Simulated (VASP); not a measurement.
Wanted: the native input for a VASP 6.6.1 run.

- Task: single point
- Functional: PBE
- Potentials or basis: VASP PAW PBE potentials, release 64 (Sn_d, Se)
- Cutoff: 520 eV
- k mesh: 4 × 4 × 1
- Occupations: gaussian, width 0.2 eV
- Spin: no spin polarisation
- Dipole correction: no
- Further INCAR settings: ALGO = Normal; EDIFF = 1e-07; NBANDS = 65

The structure of Sn3Se2 lies in POSCAR:

```
Sn3Se2
1.0
    4.3915647642      0.0000000000      0.0000000000
    0.0000000000      4.3915647642      0.0000000000
    0.0000000000      0.0000000000     14.1627008153
Sn Se
6 4
Direct
    0.0000000000      0.5000000000      0.3915980688
    0.0000000000      0.5000000000      0.8072410443
    0.5000000000      0.0000000000      0.6084019312
    0.5000000000      0.0000000000      0.1927589557
    0.5000000000      0.5000000000      0.0000000000
    0.0000000000      0.0000000000      0.0000000000
    0.0000000000      0.5000000000      0.6029446534
    0.0000000000      0.5000000000      0.1892427072
    0.5000000000      0.0000000000      0.3970553466
    0.5000000000      0.0000000000      0.8107572928
```

These files were run (other wordings do the same):

INCAR

```
PREC = Accurate ; ENCUT = 520
EDIFF = 1E-7 ; ISMEAR = 0
SIGMA = 0.2 ; LREAL = F
LASPH = T ; NELM = 80
ALGO = Normal ; ISIF = 2
LWAVE = F ; LCHARG = F
GGA = PE ; NBANDS = 65
```

KPOINTS

```
Automatic mesh
0
Gamma
  4 4 1
```

Potentials or basis: VASP PAW PBE potentials, release 64 (Sn_d, Se).

Command:

```bash
$ cat potpaw_PBE.64/Sn_d/POTCAR potpaw_PBE.64/Se/POTCAR > POTCAR
$ mpirun -np 1 vasp_std > vasp.out
```

Results of the run:

```
Pressure               : 0.2 GPa
Largest force          : 0.067 eV/Å
Band gap on the k mesh : 0.04 eV (least direct gap 0.14 eV)
```

Caveat: the k points lie up to 0.44 Å⁻¹ apart; spin-orbit coupling is left out, which moves the levels of the heavy elements.

Wall time 78 s on 1 thread of Intel(R) Xeon(R) 6975P-C (Granite Rapids), on a shared host, peak memory 0.39 GiB.
